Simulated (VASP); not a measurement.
Runs of VASP 6.6.1 on Hf. The structure is that of space group Im-3m (No. 229), or close to it. The cells are those of the table. 

| task | level | spin | cell | cutoff (eV) | gap on the mesh (eV) | pressure (GPa) | moment (μB) |
| --- | --- | --- | --- | --- | --- | --- | --- |
| electric field gradients | PBE | off | a = 3.126 Å, angles 109.5°, 1 atom | 520 | none | -5.1 | - |
| single point | PBEsol | off | a = 3.126 Å, angles 109.5°, 1 atom | 520 | none | -9.2 | - |
| single point | PBE | off | a = 3.073 Å, angles 109.5°, 1 atom | 520 | none | (b) | - |
| single point | PBE | off | a = 3.178 Å, angles 109.5°, 1 atom | 520 | none | (a) | - |
| electric field gradients | PBE | off | a = 3.178 Å, angles 109.5°, 1 atom | 520 | none | -8.9 | - |
| single point | PBE | off | a = 3.100 Å, angles 109.5°, 1 atom | 520 | none | -2.9 | - |
| single point | PBE | non-collinear, zero start, SOC | a = 3.126 Å, angles 109.5°, 1 atom | 520 | - | -5.5 | 0.00 |
| electric field gradients | PBE | non-collinear, zero start, SOC | a = 3.126 Å, angles 109.5°, 1 atom | 520 | - | -5.5 | 0.00 |
| electric field gradients | r2SCAN | off | a = 3.084 Å, angles 109.5°, 1 atom | 440 | none | -2.1 | - |
| electric field gradients | PBE | collinear, ferromagnetic start | a = 3.127 Å, angles 110.1, 110.1, 108.3°, 1 atom | 520 | none | -5.1 | 0.00 |
| single point | PBE | off | a = 3.126 Å, angles 109.5°, 1 atom | 520 | none | -5.1 | - |
| single point | r2SCAN | off | a = 3.126 Å, angles 109.5°, 1 atom | 550 | none | -5.8 | - |

Alike in all rows: potentials or basis VASP PAW PBE potentials, release 64 (Hf_pv); k mesh 16 × 16 × 16; smearing fermi-dirac 0.08 eV.

Question: Fill in the values left out.

Answer: (a) -8.8; (b) -0.5.

Caveats: spin-orbit coupling is left out, which moves the levels of the heavy elements (some runs); the PAW data sets were made with another functional, which shifts forces and pressure a little (some runs).

A k mesh can miss the band edges, and rows without SOC leave out spin-orbit coupling on Hf.

A gap of «none» marks levels without a gap at the run's occupations.
